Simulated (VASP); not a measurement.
**AlFe3: single point with PBEsol**

AlFe3:

```xyz
4
Lattice="0.0000 2.7730 2.7730 2.7730 0.0000 2.7730 2.7730 2.7730 0.0000" Properties=species:S:1:pos:R:3 pbc="T T T"
Al    0.0000    0.0000    0.0000
Fe    2.7730    2.7730    2.7730
Fe    1.3865    1.3865    1.3865
Fe    4.1595    4.1595    4.1595
```

| Quantity | Value |
| --- | --- |
| Program | VASP 6.6.1 |
| Task | single point |
| Functional | PBEsol |
| Potentials or basis | VASP PAW PBE potentials, release 64 (Al, Fe) |
| Cutoff | 520 eV |
| k mesh | 12 × 12 × 12 |
| Occupations | gaussian, width 0.1 eV |
| Spin | collinear spin, ferromagnetic start |
| Starting moments | [0.0, 2.57, 2.0, 2.0] μB |

```
Pressure                                              : 12.6 GPa
Net moment                                            : 5.23 μB per cell
Site moments                                          : Al -0.05; Fe +2.16, +1.57 (each value once) μB
Valence electrons inside the program's atomic spheres : Al 0.90; Fe 7.45, 7.54 (each value once)
```

Levels at points of the mesh, in eV from the Fermi level:
Spin up:
| k point | band 12 | band 13 | band 14 | band 15 | band 16 | band 17 | band 18 | band 19 | band 20 | band 21 |
| --- | --- | --- | --- | --- | --- | --- | --- | --- | --- | --- |
| (0.00, 0.00, 0.00) | -0.64 | -0.64 | -0.64 | -0.21 | -0.21 | 6.17 | 6.17 | 6.17 | 6.71 | 6.71 |
| (0.50, 0.00, 0.00) | -1.57 | -0.91 | -0.91 | -0.44 | -0.44 | 0.05 | 5.14 | 5.14 | 5.60 | 5.60 |
| (0.50, 0.50, 0.00) | -0.88 | -0.88 | -0.78 | -0.77 | -0.26 | -0.22 | -0.22 | 0.54 | 5.48 | 5.86 |
Spin down:
```
           k point  band 8  band 9  band 10  band 11  band 12  band 13  band 14  band 15
(0.00, 0.00, 0.00)   -1.55   -1.55     0.84     0.84     0.84     1.55     1.55     1.61
(0.50, 0.00, 0.00)   -1.38   -1.38    -0.41    -0.35    -0.35     1.30     1.30     1.46
(0.50, 0.50, 0.00)   -1.25   -1.25    -0.15    -0.15    -0.02     0.78     1.06     1.50
```

Wall time 4.2 min on 1 thread of Oxide Virtual Turin-like Processor, with other jobs on the host, peak memory 0.22 GiB.

Caveat: the cell stands under pressure; the PAW data sets were made with another functional, which shifts forces and pressure a little.
